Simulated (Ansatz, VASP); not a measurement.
Two plane-wave programs on MgO

The input INCAR:

```
  ALGO = Normal
  EDIFF = 1E-6
  ENCUT = 520
  GGA = PS
  ISIF = 2
  ISMEAR = 0
  LASPH = True
  LCHARG = True
  LELF = True
  LREAL = False
  LVHAR = True
  LWAVE = False
  NBANDS = 16
  NELM = 60
  PREC = Accurate
  SIGMA = 0.05
```

KPOINTS

```
k-points
0
Gamma
  9 9 6
```

Contents of POSCAR:

```
MgO
1.0
    3.3613000000      0.0000000000      0.0000000000
   -1.6806500000      2.9109711897      0.0000000000
    0.0000000000      0.0000000000      5.1198000000
Mg O
2 2
Direct
    0.3333333333      0.6666666667      0.0036583380
    0.6666666667      0.3333333333      0.5036583380
    0.3333333333      0.6666666667      0.4009416620
    0.6666666667      0.3333333333      0.9009416620
```

Input for Ansatz:

```yaml
crystal:
  lattice:
    - [3.3613, 0.0, 0.0]
    - [-1.68065, 2.9109711897, 0.0]
    - [0.0, 0.0, 5.1198]
  atoms:
    - { symbol: Mg, position: [0.3333333333, 0.6666666667, 0.003658338] }
    - { symbol: Mg, position: [0.6666666667, 0.3333333333, 0.503658338] }
    - { symbol: O, position: [0.3333333333, 0.6666666667, 0.400941662] }
    - { symbol: O, position: [0.6666666667, 0.3333333333, 0.900941662] }
basis:
  ecutwfc: 520.0
kpoints:
  mp_grid: { grid: [9, 9, 6] }
hamiltonian:
  xc: pbesol
  pseudopotentials: { kind: paw, azcp: { folder: soft_1 } }
scf:
  occupations: { method: gaussian, width: 0.05 }
output:
  forces: true
  stress: true
  eigenvalues: true
```

Alike in both runs: task single point; functional PBEsol; k mesh 9 × 9 × 6; occupations gaussian, width 0.05 eV; no spin polarisation.

```csv
,VASP,Ansatz
version,VASP 6.6.1,Ansatz 0.2.0
potentials or method,"VASP PAW PBE potentials, release 64 (Mg, O), cutoff 520 eV","scalar-relativistic, plane waves, PAW"
valence electrons in the cell,16,32
```

```tsv
	VASP	Ansatz	Ansatz less VASP
gap on the k mesh at the Fermi level (eV)	3.07	3.08	+0.007
least direct gap on the mesh (eV)	3.07	3.08	+0.007
pressure (GPa)	-6.2	-5.9	+0.38
traceless stress, the component that is largest in VASP (GPa)	0.33	0.29	-0.036
rms of the force components (eV/Å)	0.037	0.036	-0.0011
```

VASP's potentials were made for PBE, not for PBEsol, and Ansatz warns of the same on its side. Atom by atom the forces differ by 0.001 eV/Å (rms over components). VASP's potentials hold 16 valence electrons a cell and Ansatz's 32, so a difference there can come from the potentials and not from the codes.
